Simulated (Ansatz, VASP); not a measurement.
**HfO2 in VASP and in Ansatz**

```xyz
6
Lattice="3.5768 0.0000 0.0000 0.0000 3.5768 0.0000 0.0000 0.0000 5.2027" Properties=species:S:1:pos:R:3 pbc="T T T"
Hf    1.7884    1.7884    2.6013
Hf    0.0000    0.0000    0.0000
O     0.0000    1.7884    3.6219
O     1.7884    0.0000    4.1821
O     1.7884    0.0000    1.5808
O     0.0000    1.7884    1.0206
```

Alike in both runs: task single point; functional r2SCAN; k mesh 6 × 6 × 6; occupations gaussian, width 0.02 eV; no spin polarisation.

|  | VASP | Ansatz |
| --- | --- | --- |
| version | VASP 6.6.1 | Ansatz 0.2.0 |
| potentials or method | VASP PAW PBE potentials, release 64 (Hf_pv, O), cutoff 520 eV | scalar-relativistic, plane waves, PAW |
| valence electrons in the cell | 44 | 76 |

VASP gave:

- gap on the k mesh at the Fermi level (eV): 5.24
- least direct gap on the mesh (eV): 5.32

Problem. Estimate Ansatz's values.

Solution. gap on the k mesh at the Fermi level (eV): 5.26; least direct gap on the mesh (eV): 5.33.

VASP's potentials were made for PBE, not for r2SCAN. The functional is the same, so the differences come from potentials, cutoffs and numerics. VASP's potentials hold 44 valence electrons a cell and Ansatz's 76, so a difference there can come from the potentials and not from the codes.

Neither program's run includes spin-orbit coupling.
